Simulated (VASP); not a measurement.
The system is Ba2CaBe2.

```xyz
10
Lattice="4.6280 0.0000 0.0000 0.0000 4.6280 0.0000 0.0000 0.0000 11.4204" Properties=species:S:1:pos:R:3 pbc="T T T"
Ba    1.1570    1.1570    4.2027
Ba    3.4710    3.4710    7.2177
Ba    3.4710    1.1570    0.0000
Ba    1.1570    3.4710    0.0000
Ca    1.1570    1.1570    8.5538
Ca    3.4710    3.4710    2.8665
Be    1.1570    1.1570    1.2334
Be    3.4710    3.4710   10.1870
Be    3.4710    1.1570    5.7102
Be    1.1570    3.4710    5.7102
```

Base run:

```yaml
Program: VASP 6.6.1
Functional: PBE
Potentials_or_basis: VASP PAW PBE potentials, release 64 (Ba_sv, Ca_sv, Be)
Cutoff: 520 eV
k_mesh: 4 × 4 × 2
Occupations: gaussian, width 0.013 eV
Spin: no spin polarisation
```

Its results: band gap on the k mesh zero (bands 34 and 35 overlap by 1.03 eV); pressure 14.2 GPa; largest force 2.616 eV/Å.

**Question.** After a change of settings the same cell gave: band gap on the k mesh zero (bands 34 and 35 overlap by 0.95 eV); pressure 13.7 GPa; largest force 2.689 eV/Å. Which change was it?
A. functional from PBE to revPBE
B. k mesh from 4 × 4 × 2 to 5 × 5 × 2
C. functional from PBE to PBEsol

**Answer.** B.

Caveats: the cell stands under pressure; spin-orbit coupling is left out, which moves the levels of the heavy elements; forces of over 1 eV/Å act on the atoms, so gaps and moduli don't describe the material at rest.
